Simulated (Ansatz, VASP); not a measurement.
# One calculation of Si5As3, two programs

```xyz
8
Lattice="-3.2050 3.2050 3.2050 3.2050 -3.2050 3.2050 3.2050 3.2050 -3.2050" Properties=species:S:1:pos:R:3 pbc="T T T"
Si    1.6025    1.6025    1.6025
Si    1.6025    1.6025   -1.6025
Si    1.6025   -1.6025    1.6025
Si   -1.6025    1.6025    1.6025
Si    0.0000    0.0000    0.0000
As    3.2050    0.0000    0.0000
As    0.0000    3.2050    0.0000
As    0.0000    0.0000    3.2050
```

Alike in both runs: functional PBE; k mesh 8 × 8 × 8; occupations gaussian, width 0.1 eV; no spin polarisation.

Ansatz relaxed the structure, and its values are those at the end. VASP's run is a single point on that final structure, the one shown.

|  | VASP | Ansatz |
| --- | --- | --- |
| version | VASP 6.6.1 | Ansatz 0.2.0 |
| potentials or method | VASP PAW PBE potentials, release 64 (Si, As), cutoff 520 eV | scalar-relativistic, plane waves, PAW |
| valence electrons in the cell | 35 | 65 |

Ansatz gave:

| Quantity | Value |
| --- | --- |
| gap on the k mesh at the Fermi level (eV) | none |
| pressure (GPa) | 0.0 |

Estimate VASP's values.

gap on the k mesh at the Fermi level (eV): none; pressure (GPa): 0.1.

A gap of «none» marks a metal or a gap that the smearing closes. With one functional, cell and mesh, what is left measures potentials, basis and numerics. VASP's potentials hold 35 valence electrons a cell and Ansatz's 65, so a difference there can come from the potentials and not from the codes.
